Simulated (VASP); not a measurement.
# Si (Amm2) in VASP: notebook

The runs below take Si through single point, with PBE.

Program: VASP 6.6.1. These are calculated values, not measurements. Logs are shortened: lines on timing, memory, paths and dates and some standing lists are left out, and cuts for length are marked.

### Step 1. The cell of the first run

The structure is orthorhombic, space group Amm2 (No. 38). Conventional cell: a = 9.463 Å, b = 9.463 Å, c = 3.861 Å, α = 90.00°, β = 90.00°, γ = 90.00°. Si (site symmetry m) has 4 Si at 2.29 to 2.42 Å within 3.0 Å. Si (site symmetry m) has 4 Si at 2.29 to 2.56 Å within 3.0 Å. Within 3.1 Å of Si (site symmetry m) lie 4 Si at 2.36 to 2.39 Å. Within 3.1 Å of Si (site symmetry m) lie 4 Si at 2.36 to 2.56 Å.

### Step 2. Single point, PBE (atoms displaced along several vibrational modes)

Contents of INCAR:

```
  PREC = Accurate
  ENCUT = 520
  EDIFF = 1E-6
  ISMEAR = 0
  SIGMA = 0.05
  LREAL = False
  LASPH = True
  NELM = 60
  ALGO = Normal
  ISIF = 2
  LWAVE = False
  LCHARG = False
  GGA = PE
  NBANDS = 26
```

Contents of KPOINTS:

```
regular mesh
0
Gamma
  10 10 4
```

Contents of POSCAR:

```
Si
1.0
    0.0000000000      0.0000000000      3.8608359371
    3.3455832253     -3.3455832253     -1.9304179686
    6.6911664507      6.6911664507      0.0000000000
Si
8
Direct
   -0.0776534820      0.0000000000      0.1786105076
    0.4424496017      0.0000000000      0.6786105076
    0.4424496017      0.0000000000      0.3213894924
   -0.0776534820      0.0000000000      0.8213894924
    0.7786526336      0.6427789847      0.0000000000
    0.4993302314      0.6427789847      0.5000000000
    0.1358736489      0.3572210153      0.0000000000
    0.8565512467      0.3572210153      0.5000000000
```

Potentials or basis: VASP PAW PBE potentials, release 64 (Si).

On the command line:

```sh
cat potpaw_PBE.64/Si/POTCAR > POTCAR
mpirun -np 1 vasp_std > vasp.out
```

OUTCAR:

```text
PREC = Accurate
   ENCUT = 520
   EDIFF = 1E-6
   ISMEAR = 0
   LREAL = False
   LASPH = True
   NELM = 60
   ISIF = 2
   GGA = PE

 ion  position               nearest neighbor table
   1  0.922  0.000  0.179-   3 2.29   7 2.39   5 2.39   3 2.42
   2  0.442  0.000  0.679-   4 2.29   4 2.42   8 2.56   6 2.56
   3  0.442  0.000  0.321-   1 2.29   1 2.42   8 2.56   6 2.56
   4  0.922  0.000  0.821-   2 2.29   7 2.39   5 2.39   2 2.42
   5  0.779  0.643  0.000-   7 2.36   7 2.36   1 2.39   4 2.39
   6  0.499  0.643  0.500-   8 2.36   8 2.36   2 2.56   3 2.56
   7  0.136  0.357  0.000-   5 2.36   5 2.36   4 2.39   1 2.39
   8  0.857  0.357  0.500-   6 2.36   6 2.36   3 2.56   2 2.56

  LATTYP: Found a base centered orthorhombic cell.
 ALAT       =     3.8608359371
 B/A-ratio  =     2.4509558284
 C/A-ratio  =     2.4509558284

  Lattice vectors:

 A1 = (  -3.3455832253,   3.3455832253,   1.9304179686)
 A2 = (   3.3455832253,  -3.3455832253,   1.9304179685)
 A3 = (   6.6911664507,   6.6911664507,   0.0000000000)

Analysis of symmetry for initial positions (statically):
=====================================================================
 Subroutine PRICEL returns:
 Original cell was already a primitive cell.

 Routine SETGRP: Setting up the symmetry group for a
 base centered orthorhombic supercell.

 Subroutine GETGRP returns: Found  4 space group operations
 (whereof  4 operations were pure point group operations)
 out of a pool of  8 trial point group operations.

The static configuration has the point symmetry C_2v.

Analysis of symmetry for dynamics (positions and initial velocities):
=====================================================================
 Subroutine PRICEL returns:
 Original cell was already a primitive cell.

 Routine SETGRP: Setting up the symmetry group for a
 base centered orthorhombic supercell.

 Subroutine GETGRP returns: Found  4 space group operations
 (whereof  4 operations were pure point group operations)
 out of a pool of  8 trial point group operations.

The dynamic configuration has the point symmetry C_2v.

 Subroutine INISYM returns: Found  4 space group operations
 (whereof  4 operations are pure point group operations),
 and found     1 'primitive' translations

[... 105 lines left out ...]
   NELM   =     60;   NELMIN=  2; NELMDL= -5     # of ELM steps
   EDIFF  = 0.1E-05   stopping-criterion for ELM
   LREAL  =      F    real-space projection
   EDIFFG = 0.1E-04   stopping-criterion for IOM
   NSW    =      0    number of steps for IOM
   IBRION =     -1    ionic relax: 0-MD 1-quasi-New 2-CG
   NFREE  =      0    steps in history (QN), initial steepest desc. (CG)
   ISIF   =      2    stress and relaxation
   ISYM   =      2    0-nonsym 1-usesym 2-fastsym
   POTIM  = 0.5000    time-step for ionic-motion
   TEBEG  =    0.0;   TEEND  =   0.0 temperature during run
   PSTRESS=    0.0 pullay stress
   NELECT =      32.0000    total number of electrons
   NUPDOWN=      -1.0000    fix difference up-down
   EMIN   =  10.00;   EMAX   =-10.00  energy-range for DOS
   EFERMI =   0.00;   METHOD = LEGACY
   ISMEAR =     0;   SIGMA  =   0.05  broadening in eV -4-tet -1-fermi 0-gaus
   EFERMI_NEDOS =   21; number of points for ismear=-14 and -15
   IALGO  =     38    algorithm
   IMIX   =      4    mixing-type and parameters
     AMIX     =   0.40;   BMIX     =  1.00
     AMIX_MAG =   1.60;   BMIX_MAG =  1.00
  volume/ion in A,a.u.               =      21.61       145.81
  Fermi-wavevector in a.u.,A,eV,Ry     =   0.933032  1.763175 11.844531  0.870548
  Thomas-Fermi vector in A             =   2.059691
   LORBIT       =      0    0 simple, 1 ext, 2 COOP (PROOUT), +10 PAW based schemes
   GGA     = PE    functional components
   LHFCALC =     F    Hartree Fock is set to
   AEXX    =    0.0000 exact exchange contribution
   IVDW    =     0    specifies the selected vdW correction
   LEPSILON=     F    determine dielectric tensor
   LRPA    =     F    only Hartree local field effects (RPA)
 non-spin polarized calculation
 Gauss-broadening in eV      SIGMA  =   0.05
  energy-cutoff  :      520.00
  volume of cell :      172.86
 maximum number of plane-waves:      4690
 NGX is ok and might be reduce to    30
   NGX = 15   NGY = 19   NGZ = 35

 number of electron      32.0000001 magnetization

 Free energy of the ion-electron system (eV)
  ---------------------------------------------------
  ext. energy  EPLUGINS =         0.00000000
  ---------------------------------------------------
  free energy    TOTEN  =       -41.22570063 eV

  energy without entropy =      -41.22363089  energy(sigma->0) =      -41.22466576

 E-fermi :   5.3205     XC(G=0):  -9.1065

 val. band max:        5.2970683064   @ k =   0.0000   0.4000   0.2500
 cond. band min:       5.3213316116   @ k =   0.1000   0.4000   0.2500
 fundamental gap:      0.0242633052
 Fermi energy:         5.3204865190

 k-point     1 :       0.0000    0.0000    0.0000
  band No.  band energies     occupation
      1      -6.5770      2.00000
      2      -5.5537      2.00000
      3      -4.7267      2.00000
      4      -2.5650      2.00000
      5      -0.0946      2.00000
      6      -0.0306      2.00000
[... 685 lines left out ...]
     25       9.3012      0.00000
     26       9.7422      0.00000

 [... further k-points ...]
[... 5 lines left out ...]
  --------------------------------------------------------------------------------------
  -------------------------------------------------------------------------------------
  Total       -2.2356210     -2.2356210     -2.7508037      0.4916633     -0.0000000      0.0000000
  in kB      -20.7216219    -20.7216219    -25.4967702      4.5571505     -0.0000000      0.0000000
  external PRESSURE =     -22.3133380 kB  Pullay stress =       0.0000000 kB

 VOLUME and BASIS-vectors are now :
 -----------------------------------------------------------------------------
  energy-cutoff  :      520.00
  volume of cell :      172.86
      direct lattice vectors                 reciprocal lattice vectors
     0.000000000  0.000000000  3.860835937     0.074725387 -0.074725387  0.259011265
     3.345583225 -3.345583225 -1.930417969     0.149450773 -0.149450773  0.000000000
     6.691166451  6.691166451  0.000000000     0.074725387  0.074725387  0.000000000

 POSITION                                       TOTAL-FORCE (eV/Angst)
 -----------------------------------------------------------------------------------
      1.19511      1.19511      3.56103        -0.194816     -0.194816      0.707313
      4.54070      4.54070      1.70823        -0.683366     -0.683366      0.684387
      2.15047      2.15047      1.70823         0.683366      0.683366      0.684387
      5.49605      5.49605      3.56103         0.194816      0.194816      0.707313
      2.15047     -2.15047      1.76542         0.007008     -0.007008      0.041983
      5.49605      1.19511      0.68700         0.702319     -0.702319     -1.433684
      1.19511     -1.19511     -0.16500        -0.007008      0.007008      0.041983
      4.54070      2.15047      2.61742        -0.702319      0.702319     -1.433684
 -----------------------------------------------------------------------------------
    total drift:                                0.000000     -0.000000     -0.000011

  FREE ENERGIE OF THE ION-ELECTRON SYSTEM (eV)
  ---------------------------------------------------
  free  energy   TOTEN  =       -41.2257006349 eV

  energy  without entropy=      -41.2236308912  energy(sigma->0) =      -41.22466576
```

OSZICAR:

```text
N       E                     dE             d eps       ncg     rms          rms(c)
DAV:   1     0.659616583988E+02    0.65962E+02   -0.11832E+04  4836   0.100E+03
DAV:   2    -0.365332086347E+02   -0.10249E+03   -0.94325E+02  6056   0.144E+02
DAV:   3    -0.419043698269E+02   -0.53712E+01   -0.52652E+01  6438   0.301E+01
DAV:   4    -0.420076265246E+02   -0.10326E+00   -0.10292E+00  6150   0.520E+00
DAV:   5    -0.420102435662E+02   -0.26170E-02   -0.26151E-02  6360   0.791E-01    0.889E+00
DAV:   6    -0.414320206613E+02    0.57822E+00   -0.37321E-01  6002   0.263E+00    0.528E+00
DAV:   7    -0.412234632839E+02    0.20856E+00   -0.67315E-01  5864   0.318E+00    0.585E-01
DAV:   8    -0.412234251425E+02    0.38141E-04   -0.65676E-02  5790   0.126E+00    0.421E-01
DAV:   9    -0.412250493178E+02   -0.16242E-02   -0.59531E-03  5808   0.373E-01    0.167E-01
DAV:  10    -0.412254745129E+02   -0.42520E-03   -0.18632E-03  5916   0.193E-01    0.651E-02
DAV:  11    -0.412256472253E+02   -0.17271E-03   -0.34722E-04  5576   0.914E-02    0.365E-02
DAV:  12    -0.412257013112E+02   -0.54086E-04   -0.99382E-05  5574   0.441E-02    0.840E-03
DAV:  13    -0.412256998916E+02    0.14195E-05   -0.11307E-05  6230   0.158E-02    0.312E-03
DAV:  14    -0.412257006349E+02   -0.74324E-06   -0.13981E-06  3540   0.558E-03
   1 F= -.41225701E+02 E0= -.41224666E+02  d E =-.206974E-02
```

stdout:

```text
POSCAR found type information on POSCAR Si
 POSCAR found :  1 types and       8 ions
 scaLAPACK will be used
 LDA part: xc-table for (Slater+PW92), standard interpolation
 POSCAR, INCAR and KPOINTS ok, starting setup
 FFT: planning ... GRIDC
 FFT: planning ... GRID_SOFT
 FFT: planning ... GRID
 WAVECAR not read
 entering main loop
```

Run time: 11 min. Hardware: 1 thread of Intel Xeon 8259CL, shared host; peak memory 0.45 GiB.

What came out:

| Item | Value |
| --- | --- |
| Free energy | -41.2257 eV |
| Pressure | -2.2 GPa |
| Largest force | 1.744 eV/Å |
| Band gap on the k mesh | zero (bands 16 and 17 overlap by 0.84 eV) |

Forces on the atoms (eV/Å):
```
Si  -0.195 -0.195  0.707
Si  -0.683 -0.683  0.684
Si   0.683  0.683  0.684
Si   0.195  0.195  0.707
Si   0.007 -0.007  0.042
Si   0.702 -0.702 -1.434
Si  -0.007  0.007  0.042
Si  -0.702  0.702 -1.434
```

Levels at points of the mesh, in eV from the Fermi level:
```
           k point  band 12  band 13  band 14  band 15  band 16  band 17  band 18  band 19  band 20  band 21
(0.00, 0.00, 0.00)    -1.82    -1.69    -1.51    -1.48    -0.09     0.70     1.20     1.29     1.89     1.91
(0.50, 0.00, 0.00)    -2.59    -2.49    -2.28    -1.91    -1.67     0.83     1.33     1.70     1.75     2.41
(0.00, 0.50, 0.00)    -1.81    -1.65    -1.08     0.31     0.35     0.84     1.30     1.72     2.16     2.53
(0.00, 0.00, 0.50)    -1.75    -1.68    -1.64    -1.52    -1.43     0.58     0.67     1.32     1.57     1.87
(0.50, 0.00, 0.50)    -3.25    -2.29    -1.85    -1.25    -1.17     0.52     0.59     1.46     1.80     2.96
(0.00, 0.50, 0.50)    -1.75    -1.72    -0.76    -0.51    -0.14     0.67     1.23     2.16     2.65     2.76
```

Caveat: the cell differs from its parent crystal (atoms displaced along several vibrational modes); forces of over 1 eV/Å act on the atoms, so gaps and moduli don't describe the material at rest.

(Part 1 of 2 ends here.)

The gap in the log of VASP goes by the Fermi energy; the results here count the filled bands.